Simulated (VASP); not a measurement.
Input of a VASP 6.6.1 run:

The input INCAR:

```
SYSTEM = Cs3LaF2
PREC = Accurate
ENCUT = 520
EDIFF = 1E-6
ISMEAR = 0
SIGMA = 0.1
LREAL = .FALSE.
LASPH = .TRUE.
NELM = 100
ALGO = Normal
ISIF = 2
LWAVE = .FALSE.
LCHARG = .FALSE.
GGA = PE
NBANDS = 35
```

The input KPOINTS:

```
regular mesh
0
G
  3 3 2
  0 0 0
```

POSCAR

```
Cs3LaF2
1.0
    6.9962095600      0.0000000000      0.0000000000
   -3.4981047800      6.0588952100      0.0000000000
    0.0000000000      0.0000000000     10.5669759400
Cs La F
3 1 2
Direct
    0.5000000000      0.0000000000      0.0000000000
    0.0000000000      0.5000000000      0.0000000000
    0.5000000000      0.5000000000      0.0000000000
    0.0000000000      0.0000000000      0.5000000000
    0.3333333300      0.6666666700      0.5000000000
    0.6666666700      0.3333333300      0.5000000000
```

Potentials or basis: VASP PAW PBE potentials, release 64 (Cs_sv, La, F).

Launch:

```console
$ cat potpaw_PBE.64/Cs_sv/POTCAR potpaw_PBE.64/La/POTCAR potpaw_PBE.64/F/POTCAR > POTCAR
$ mpirun -np 1 vasp_std > vasp.out
```

(1) What does it give for the pressure?

(2) Predict the band gap on the k mesh.

Results:

(1) -1.0 GPa.

(2) zero (bands 26 and 27 overlap by 0.49 eV).

Caveat: spin-orbit coupling is left out, which moves the levels of the heavy elements.
